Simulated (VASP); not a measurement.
# MgO (Amm2) in VASP: notebook, part 4 of 4

VASP 6.6.1.

### 7 Single point, PBE

This run uses another cell than the first one, of 10.16 Å³/atom, 0.985 times its volume.

File INCAR:

```
PREC = Accurate
ENCUT = 600
EDIFF = 1E-6
ISMEAR = 0
SIGMA = 0.05
LREAL = False
LASPH = True
NELM = 120
ALGO = Normal
ISIF = 2
LWAVE = False
LCHARG = False
GGA = PE
NBANDS = 11
GGA_COMPAT = False
```

File KPOINTS:

```
Automatic mesh
0
Gamma
  12 12 8
```

File POSCAR:

```
MgO
1.0
    2.9377244759      0.0000000000      0.0000000000
   -1.4688622380      2.5823061858      0.0000000000
    0.0000000000      0.0000000000      2.6797873418
Mg O
1 1
Direct
    0.0000000000      0.0000000000      0.0000000000
    0.3333333333      0.6666666667      0.5000000000
```

Potentials or basis: VASP PAW PBE potentials, release 64 (Mg, O).

Started as:

```sh
cat potpaw_PBE.64/Mg/POTCAR potpaw_PBE.64/O/POTCAR > POTCAR
mpirun -np 1 vasp_std > vasp.out
```

OUTCAR:

```text
PREC = Accurate
   ENCUT = 600
   EDIFF = 1E-6
   ISMEAR = 0
   LREAL = False
   LASPH = True
   NELM = 120
   ISIF = 2
   GGA = PE

 ion  position               nearest neighbor table
   1  0.000  0.000  0.000-   2 2.17   2 2.17   2 2.17   2 2.17   2 2.18   2 2.18
   2  0.333  0.667  0.500-   1 2.17   1 2.17   1 2.17   1 2.17   1 2.18   1 2.18

  LATTYP: Found a base centered orthorhombic cell.
 ALAT       =     2.9377244759
 B/A-ratio  =     1.7580315697
 C/A-ratio  =     0.9121983235

  Lattice vectors:

 A1 = (   1.4688622380,  -2.5823061858,   0.0000000000)
 A2 = (   1.4688622379,   2.5823061858,   0.0000000000)
 A3 = (   0.0000000000,   0.0000000000,   2.6797873418)

Analysis of symmetry for initial positions (statically):
=====================================================================
 Subroutine PRICEL returns:
 Original cell was already a primitive cell.

 Routine SETGRP: Setting up the symmetry group for a
 base centered orthorhombic supercell.

 Subroutine GETGRP returns: Found  4 space group operations
 (whereof  4 operations were pure point group operations)
 out of a pool of  8 trial point group operations.

The static configuration has the point symmetry C_2v.

Analysis of symmetry for dynamics (positions and initial velocities):
=====================================================================
 Subroutine PRICEL returns:
 Original cell was already a primitive cell.

 Routine SETGRP: Setting up the symmetry group for a
 base centered orthorhombic supercell.

 Subroutine GETGRP returns: Found  4 space group operations
 (whereof  4 operations were pure point group operations)
 out of a pool of  8 trial point group operations.

The dynamic configuration has the point symmetry C_2v.

 Subroutine INISYM returns: Found  4 space group operations
 (whereof  4 operations are pure point group operations),
 and found     1 'primitive' translations

----------------------------------------------------------------------------------------

                                     Primitive cell

  volume of cell :      20.3291

  direct lattice vectors                    reciprocal lattice vectors
     2.937724476  0.000000000  0.000000000     0.340399519  0.193625374  0.000000000
    -1.468862238  2.582306186  0.000000000     0.000000000  0.387250747  0.000000000
     0.000000000  0.000000000  2.679787342     0.000000000  0.000000000  0.373163939

  length of vectors
     2.937724476  2.970835154  2.679787342     0.391615396  0.387250747  0.373163939

  position of ions in fractional coordinates (direct lattice)
     0.000000000  0.000000000  0.000000000
     0.333333333  0.666666667  0.500000000

  ion indices of the primitive-cell ions
   primitive index   ion index
                 1           1
                 2           2

----------------------------------------------------------------------------------------

 KPOINTS: Automatic mesh

Automatic generation of k-mesh.
 Grid dimensions read from file:
 generate k-points for:   12   12    8

 Generating k-lattice:

  Cartesian coordinates                     Fractional coordinates (reciprocal lattice)
     0.028366627  0.016135448  0.000000000     0.083333333 -0.000000000  0.000000000
     0.000000000  0.032270896  0.000000000     0.000000000  0.083333333  0.000000000
     0.000000000  0.000000000  0.046645492     0.000000000  0.000000000  0.125000000

  Length of vectors
     0.032634616  0.032270896  0.046645492

  Shift w.r.t. Gamma in fractional coordinates (k-lattice)
     0.000000000  0.000000000  0.000000000

 Subroutine IBZKPT returns following result:
 ===========================================

 Found    215 irreducible k-points:

 Following reciprocal coordinates:
            Coordinates               Weight
  0.000000  0.000000  0.000000      1.000000
  0.083333  0.000000  0.000000      4.000000
  0.166667 -0.000000  0.000000      4.000000
  0.250000  0.000000  0.000000      4.000000
  0.333333 -0.000000  0.000000      4.000000
  0.416667  0.000000  0.000000      4.000000
[... 16 lines left out ...]
  0.333333  0.166667  0.000000      4.000000
  0.416667  0.166667  0.000000      4.000000
 [... further k-points ...]
   k-points           NKPTS =    215   k-points in BZ     NKDIM =    215   number of bands    NBANDS=     11
   number of dos      NEDOS =    301   number of ions     NIONS =      2
   total plane-waves  NPLWV =  13824
   dimension x,y,z NGX =    24 NGY =   24 NGZ =   24
   dimension x,y,z NGXF=    48 NGYF=   48 NGZF=   48
   ions per type =               1   1
   NGX,Y,Z   is equivalent  to a cutoff of  13.58, 13.43, 14.89 a.u.
   NGXF,Y,Z  is equivalent  to a cutoff of  27.16, 26.86, 29.78 a.u.
 SYSTEM =  unknown system
   PREC   = accura    normal or accurate (medium, high low for compatibility)
   ISTART =      0    job   : 0-new  1-cont  2-samecut
   ICHARG =      2    charge: 1-file 2-atom 10-const
   ISPIN  =      1    spin polarized calculation?
   LNONCOLLINEAR =      F non collinear calculations
   LSORBIT =      F    spin-orbit coupling
   LASPH  =      T    aspherical Exc in radial PAW
   ENCUT  =  600.0 eV  44.10 Ry    6.64 a.u.   5.87  5.93  5.35*2*pi/ulx,y,z
   NELM   =    120;   NELMIN=  2; NELMDL= -5     # of ELM steps
   EDIFF  = 0.1E-05   stopping-criterion for ELM
   LREAL  =      F    real-space projection
[... 7 lines left out ...]
   TEBEG  =    0.0;   TEEND  =   0.0 temperature during run
   PSTRESS=    0.0 pullay stress
   NELECT =       8.0000    total number of electrons
   NUPDOWN=      -1.0000    fix difference up-down
   EMIN   =  10.00;   EMAX   =-10.00  energy-range for DOS
   EFERMI =   0.00;   METHOD = LEGACY
   ISMEAR =     0;   SIGMA  =   0.05  broadening in eV -4-tet -1-fermi 0-gaus
   EFERMI_NEDOS =   21; number of points for ismear=-14 and -15
   IALGO  =     38    algorithm
   IMIX   =      4    mixing-type and parameters
     AMIX     =   0.40;   BMIX     =  1.00
     AMIX_MAG =   1.60;   BMIX_MAG =  1.00
  volume/ion in A,a.u.               =      10.16        68.59
  Fermi-wavevector in a.u.,A,eV,Ry     =   1.199679  2.267065 19.581914  1.439230
  Thomas-Fermi vector in A             =   2.335535
   LORBIT       =      0    0 simple, 1 ext, 2 COOP (PROOUT), +10 PAW based schemes
   GGA     = PE    functional components
   LHFCALC =     F    Hartree Fock is set to
   AEXX    =    0.0000 exact exchange contribution
   IVDW    =     0    specifies the selected vdW correction
   LEPSILON=     F    determine dielectric tensor
   LRPA    =     F    only Hartree local field effects (RPA)
 non-spin polarized calculation
 Gauss-broadening in eV      SIGMA  =   0.05
  energy-cutoff  :      600.00
  volume of cell :       20.33
 maximum number of plane-waves:       696
   NGX = 11   NGY = 11   NGZ = 11

 number of electron       7.9999998 magnetization

 Free energy of the ion-electron system (eV)
  ---------------------------------------------------
  ext. energy  EPLUGINS =         0.00000000
  ---------------------------------------------------
  free energy    TOTEN  =       -11.22784046 eV

  energy without entropy =      -11.22784046  energy(sigma->0) =      -11.22784046

 E-fermi :   3.5330     XC(G=0): -10.6643

 val. band max:        3.2429019559   @ k =   0.3333   0.3333   0.0000
 cond. band min:       6.0925018531   @ k =   0.0000   0.0000   0.0000
 fundamental gap:      2.8495998973
 Fermi energy:         3.5330319909

 k-point     1 :       0.0000    0.0000    0.0000
  band No.  band energies     occupation
      1     -14.1692      2.00000
      2       2.5222      2.00000
      3       2.6036      2.00000
      4       2.8584      2.00000
      5       6.0925      0.00000
      6      15.0496      0.00000
      7      18.3704      0.00000
      8      18.7013      0.00000
      9      22.8016      0.00000
     10      23.9805      0.00000
     11      25.2825      0.00000

 k-point     2 :       0.0833    0.0000    0.0000
  band No.  band energies     occupation
      1     -14.1099      2.00000
      2       2.1007      2.00000
      3       2.4919      2.00000
      4       2.8801      2.00000
      5       6.5576      0.00000
      6      15.0389      0.00000
      7      17.8765      0.00000
      8      18.6487      0.00000
      9      23.7079      0.00000
     10      23.8701      0.00000
     11      25.4214      0.00000
[... 295 lines left out ...]
 k-point    24 :       0.4167    0.1667    0.0000
  band No.  band energies     occupation
      1     -13.1120      2.00000
      2      -1.3045      2.00000
      3       0.9171      2.00000
      4       3.2216      2.00000
      5      10.6321      0.00000
      6      13.6459      0.00000
      7      15.7839      0.00000
      8      21.2479      0.00000
      9      22.3429      0.00000
     10      24.7984      0.00000
     11      25.4960      0.00000

 [... further k-points ...]
[... 5 lines left out ...]
  --------------------------------------------------------------------------------------
  -------------------------------------------------------------------------------------
  Total       -0.2514708     -0.6934266     -0.0618234      0.0000000      0.0000000      0.0000000
  in kB      -19.8188759    -54.6502263     -4.8724161      0.0000000      0.0000000      0.0000000
  external PRESSURE =     -26.4471728 kB  Pullay stress =       0.0000000 kB

 VOLUME and BASIS-vectors are now :
 -----------------------------------------------------------------------------
  energy-cutoff  :      600.00
  volume of cell :       20.33
      direct lattice vectors                 reciprocal lattice vectors
     2.937724476  0.000000000  0.000000000     0.340399519  0.193625374  0.000000000
    -1.468862238  2.582306186  0.000000000     0.000000000  0.387250747  0.000000000
     0.000000000  0.000000000  2.679787342     0.000000000  0.000000000  0.373163939

 POSITION                                       TOTAL-FORCE (eV/Angst)
 -----------------------------------------------------------------------------------
      0.00000      0.00000      0.00000         0.000000     -0.005638      0.000000
     -0.00000      1.72154      1.33989        -0.000000      0.005638      0.000000
 -----------------------------------------------------------------------------------
    total drift:                                0.000000     -0.000770     -0.000000

  FREE ENERGIE OF THE ION-ELECTRON SYSTEM (eV)
  ---------------------------------------------------
  free  energy   TOTEN  =       -11.2278404632 eV

  energy  without entropy=      -11.2278404632  energy(sigma->0) =      -11.22784046
```

stdout:

```text
POSCAR found type information on POSCAR MgO
 POSCAR found :  2 types and       2 ions
 scaLAPACK will be used
 LDA part: xc-table for (Slater+PW92), standard interpolation
 POSCAR, INCAR and KPOINTS ok, starting setup
 FFT: planning ... GRIDC
 FFT: planning ... GRID_SOFT
 FFT: planning ... GRID
 WAVECAR not read
 entering main loop
```

Run time: 17 s. Hardware: 1 thread of Intel Xeon 6975P-C (Granite Rapids), shared host; peak memory 0.18 GiB.

Results:

- Free energy: -11.2278 eV
- Pressure: -2.6 GPa
- Largest force: 0.006 eV/Å
- Band gap on the k mesh: 2.85 eV, indirect (least direct gap 3.23 eV)

Forces in eV/Å, atoms in the order of the input:
```
Mg   0.000 -0.006  0.000
O    0.000  0.006  0.000
```

Levels at points of the mesh, in eV from the valence-band top:
```
           k point  band 1  band 2  band 3  band 4  band 5  band 6  band 7  band 8  band 9
(0.00, 0.00, 0.00)  -17.41   -0.72   -0.64   -0.38    2.85   11.81   15.13   15.46   19.56
(0.50, 0.00, 0.00)  -16.41   -4.86   -1.42   -0.04    6.41   10.34   13.03   17.41   18.87
(0.00, 0.50, 0.00)  -16.44   -4.91   -1.30   -0.06    6.55   10.22   12.99   17.67   18.76
(0.00, 0.00, 0.50)  -16.35   -5.31   -0.20   -0.13    8.05    8.88   17.19   17.56   18.13
(0.50, 0.00, 0.50)  -15.66   -3.70   -3.33   -0.91    5.81   11.14   13.73   14.65   14.86
(0.00, 0.50, 0.50)  -15.68   -3.73   -3.35   -0.81    5.70   11.37   13.80   14.46   15.25
```

A k mesh can miss the band edges. As with any semilocal functional, this PBE gap is likely too small.

### 8 The runs side by side

```tsv
level	cell	cutoff (eV)	gap on the mesh (eV)	pressure (GPa)	largest force (eV/Å)
PBE	a = 2.938, b = 3.004, c = 2.680 Å, angles 90.0, 90.0, 119.3°, 2 atoms	520	2.69	-4.1	0.02
PBE	a = 2.938, b = 3.037, c = 2.680 Å, angles 90.0, 90.0, 118.9°, 2 atoms	520	2.54	-5.6	0.05
PBE	a = 2.938, b = 3.071, c = 2.680 Å, angles 90.0, 90.0, 118.6°, 2 atoms	520	2.38	-6.9	0.08
PBE	a = 2.938, b = 3.054, c = 2.680 Å, angles 90.0, 90.0, 118.7°, 2 atoms	520	2.46	-6.2	0.06
PBE+D3(BJ)	a = 2.938, b = 2.905, c = 2.680 Å, angles 90.0, 90.0, 120.4°, 2 atoms	600	3.14	-3.5	0.01
PBE	a = 2.938, b = 2.971, c = 2.680 Å, angles 90.0, 90.0, 119.6°, 2 atoms	600	2.85	-2.6	0.01
```

Alike in all rows: task single point; potentials or basis VASP PAW PBE potentials, release 64 (Mg, O); no spin polarisation; k mesh 12 × 12 × 8; smearing gaussian 0.05 eV.

Caveats: three body term missing (some runs).

Absolute energies hang on the potentials; compare differences alone.
